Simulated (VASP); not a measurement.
# Si (Pmma) in VASP: a series of runs, part 2 of 2

VASP 6.6.1.

## Step 4: Relaxation of cell and atoms, PBE

This run uses another cell than the first one, of 16.97 Å³/atom, 0.772 times its volume.

Input file INCAR:

```
SYSTEM = Si
PREC = Accurate ; ENCUT = 600
EDIFF = 1E-6 ; ISMEAR = 0
SIGMA = 0.1 ; LREAL = .FALSE.
LASPH = .TRUE. ; NELM = 60
ALGO = Normal ; ISIF = 3
LWAVE = .FALSE. ; LCHARG = .FALSE.
GGA = PE ; IBRION = 2
NSW = 90 ; EDIFFG = -0.04
```

Input file KPOINTS:

```
regular mesh
0
G
  4 4 4
  0 0 0
```

Input file POSCAR:

```
Si
1.0
    4.8859193300      0.0000000000      0.0000000000
    0.0000000000      6.1994922700      0.0000000000
    0.0000000000      0.0000000000      4.4817676100
Si
8
Direct
    0.4649563700      0.0000000000      0.7499664400
    0.0350436300      0.0000000000      0.7499664400
    0.5350436300      0.0000000000      0.2500335600
    0.9649563700      0.0000000000      0.2500335600
    0.0000000000      0.3171946500      0.0000000000
    0.5000000000      0.6828053500      0.0000000000
    0.0000000000      0.6828053500      0.0000000000
    0.5000000000      0.3171946500      0.0000000000
```

Command:

```bash
$ cat potpaw_PBE.64/Si/POTCAR > POTCAR
$ mpirun -np 1 vasp_std > vasp.out
```

It took 6.5 min on 1 thread of Intel Xeon 6975P-C (Granite Rapids), shared host; peak memory 0.27 GiB.

Results (log left out):

```
Free energy                            : -39.4295 eV
Relaxed volume                         : 22.13 Å³/atom
Relaxed cell                           : a = 5.350 Å, b = 6.372 Å, c = 5.194 Å, α = 90.00°, β = 90.00°, γ = 90.00°
Space group after relaxing (to 0.05 Å) : Pmma (No. 51)
Energy gained by relaxing              : 378.0 meV/atom
Ionic steps                            : 20
Pressure after relaxing                : -0.1 GPa
Largest force after relaxing           : 0.032 eV/Å
Band gap on the k mesh                 : zero (band 16 reaches 5.55 eV, above the bottom of band 17 at 4.39 eV)
```

Forces in eV/Å, atoms in the order of the input:
```
Si  -0.030  0.000 -0.011
Si   0.030  0.000 -0.011
Si   0.030  0.000  0.011
Si  -0.030  0.000  0.011
Si   0.000  0.009  0.000
Si   0.000 -0.009  0.000
Si   0.000 -0.009  0.000
Si   0.000  0.009  0.000
```

Stress tensor (GPa, compression positive):
```
 0.07  0.00  0.00
 0.00 -0.06  0.00
 0.00  0.00 -0.26
```

Step by step:
```csv
step,energy change (eV),largest force (eV/Å),pressure (GPa),volume (Å³)
1,0.0000,3.4584,27.88,135.75
2,-0.9425,1.3990,-8.53,202.39
3,-2.5640,0.7742,0.32,165.79
4,-2.5686,0.7434,0.82,164.75
5,-2.5694,0.7251,1.13,164.13
6,-2.8110,0.3734,-0.53,169.80
7,-2.8133,0.4026,-0.65,170.51
8,-2.8734,0.3624,0.43,169.48
9,-2.9256,0.4431,2.36,167.75
10,-2.9592,0.3143,1.98,169.09
11,-2.9858,0.1360,1.39,171.54
12,-3.0005,0.1188,0.64,173.02
13,-3.0041,0.1119,0.00,174.34
14,-3.0041,0.1121,0.04,174.24
15,-3.0057,0.1117,0.03,174.42
16,-3.0097,0.1227,-0.01,174.94
17,-3.0133,0.1811,-0.09,175.98
18,-3.0149,0.1664,-0.09,176.09
19,-3.0190,0.1215,-0.09,176.41
20,-3.0237,0.0321,-0.08,177.06
```

Final structure:
```xyz
8
Lattice="5.3502 0.0000 0.0000 0.0000 6.3719 0.0000 0.0000 0.0000 5.1937" Properties=species:S:1:pos:R:3 pbc="T T T"
Si    2.5524    0.0000    3.7728
Si    0.1227    0.0000    3.7728
Si    2.7978    0.0000    1.4209
Si    5.2275    0.0000    1.4209
Si    5.3502    1.9197    0.0000
Si    2.6751    4.4522    0.0000
Si    5.3502    4.4522    0.0000
Si    2.6751    1.9197    0.0000
```

Levels at points of the mesh, in eV from the Fermi level:
```
           k point  band 14  band 15  band 16  band 17  band 18  band 19
(0.00, 0.00, 0.00)    -2.24    -1.57    -0.26    -0.25     0.19     2.03
(0.50, 0.00, 0.00)    -1.14     0.55     0.55     0.70     0.70     1.83
(0.00, 0.50, 0.00)    -1.50    -1.46    -0.96    -0.37     0.40     1.19
(0.50, 0.50, 0.00)    -2.00    -0.88    -0.88     0.71     0.71     1.78
(0.00, 0.00, 0.50)    -1.51    -0.94     0.24     0.38     0.48     1.23
(0.50, 0.00, 0.50)    -0.92     0.50     0.50     1.26     1.26     1.35
(0.00, 0.50, 0.50)    -1.38    -1.23     0.61     0.69     1.02     1.21
(0.50, 0.50, 0.50)    -0.94    -0.44    -0.44     0.90     0.90     1.08
```

Caveat: the volume moved by over 15 % at a fixed basis, so the end points are rough.

## Step 5: Single point, PBE

This run uses another cell than the first one, of 23.06 Å³/atom, 1.049 times its volume.

Input file INCAR:

```
  PREC = Accurate
  ENCUT = 520
  EDIFF = 1E-7
  ISMEAR = 0
  SIGMA = 0.1
  LREAL = F
  LASPH = T
  NELM = 60
  ALGO = Normal
  ISIF = 2
  LWAVE = F
  LCHARG = F
  GGA = PE
  NBANDS = 26
```

Input file KPOINTS:

```
regular mesh
0
Gamma
  8 6 8
```

Input file POSCAR:

```
Si
1.0
    5.6886268003      0.0000000000      0.0000000000
    0.0000000000      5.7924811475      0.0000000000
    0.0000000000      0.0000000000      5.5980811383
Si
8
Direct
    0.4561604316      0.0000000000      0.7048899038
    0.0438395684      0.0000000000      0.7048899038
    0.5438395684      0.0000000000      0.2951100962
    0.9561604316      0.0000000000      0.2951100962
    0.0000000000      0.2925103428      0.0000000000
    0.5000000000      0.7074896572      0.0000000000
    0.0000000000      0.7074896572      0.0000000000
    0.5000000000      0.2925103428      0.0000000000
```

Command:

```bash
$ cat potpaw_PBE.64/Si/POTCAR > POTCAR
$ mpirun -np 1 vasp_std > vasp.out
```

Run time: 3.4 min. Hardware: 1 thread of Intel Xeon 6975P-C (Granite Rapids), shared host; peak memory 0.48 GiB.

Results (log left out):

| Quantity | Value |
| --- | --- |
| Free energy | -39.6474 eV |
| Pressure | -0.1 GPa |
| Largest force | 0.004 eV/Å |
| Band gap on the k mesh | zero (band 16 reaches 5.19 eV, above the bottom of band 17 at 3.75 eV) |

Forces in eV/Å, atoms in the order of the input:
```
Si  -0.004  0.000 -0.002
Si   0.004  0.000 -0.002
Si   0.004  0.000  0.002
Si  -0.004  0.000  0.002
Si   0.000 -0.002  0.000
Si   0.000  0.002  0.000
Si   0.000  0.002  0.000
Si   0.000 -0.002  0.000
```

Levels at points of the mesh, in eV from the Fermi level:
| k point | band 12 | band 13 | band 14 | band 15 | band 16 | band 17 | band 18 | band 19 | band 20 | band 21 |
| --- | --- | --- | --- | --- | --- | --- | --- | --- | --- | --- |
| (0.00, 0.00, 0.00) | -2.98 | -2.56 | -2.01 | -1.50 | -0.39 | -0.25 | 0.14 | 1.73 | 2.94 | 2.97 |
| (0.50, 0.00, 0.00) | -1.88 | -1.83 | -1.83 | 0.37 | 0.37 | 0.65 | 0.65 | 1.44 | 1.44 | 2.36 |
| (0.00, 0.50, 0.00) | -3.35 | -2.18 | -1.22 | -1.21 | -1.14 | -0.94 | 0.08 | 2.28 | 3.12 | 3.15 |
| (0.50, 0.50, 0.00) | -2.28 | -1.56 | -1.56 | -0.40 | -0.40 | 0.02 | 0.02 | 1.23 | 1.23 | 2.04 |
| (0.00, 0.00, 0.50) | -3.00 | -1.61 | -1.32 | -1.19 | -0.88 | -0.15 | 0.50 | 2.19 | 2.98 | 3.12 |
| (0.50, 0.00, 0.50) | -2.36 | -1.83 | -1.83 | -0.44 | -0.44 | 1.12 | 1.12 | 1.36 | 1.36 | 1.87 |
| (0.00, 0.50, 0.50) | -2.40 | -2.00 | -1.76 | -0.81 | -0.52 | 0.52 | 1.11 | 1.87 | 2.04 | 2.19 |
| (0.50, 0.50, 0.50) | -2.03 | -1.74 | -1.74 | -0.94 | -0.94 | 0.14 | 0.14 | 0.98 | 0.98 | 1.69 |

## Step 6: The runs side by side

```tsv
task	cell	k mesh	cutoff (eV)	gap on the mesh (eV)	pressure (GPa)	largest force (eV/Å)
single point	a = 5.339, b = 6.384, c = 5.158 Å, 8 atoms	4 × 4 × 4	520	none	0.1	0.04
single point	a = 4.886, b = 6.199, c = 4.482 Å, 8 atoms	4 × 4 × 4	520	none	27.9	3.46
relaxation of cell and atoms	relaxed from a = 4.886, b = 6.199, c = 4.482 Å, 8 atoms	4 × 4 × 4	600	none	-0.1	0.03
single point	a = 5.689, b = 5.792, c = 5.598 Å, 8 atoms	8 × 6 × 8	520	none	-0.1	-
```

Alike in all rows: level PBE; potentials or basis VASP PAW PBE potentials, release 64 (Si); no spin polarisation; smearing gaussian 0.1 eV.

Caveats: forces of over 1 eV/Å act on the atoms, so gaps and moduli don't describe the material at rest (some runs); the volume moved by over 15 % at a fixed basis, so the end points are rough (some runs).

Absolute energies hang on the potentials; compare differences alone.
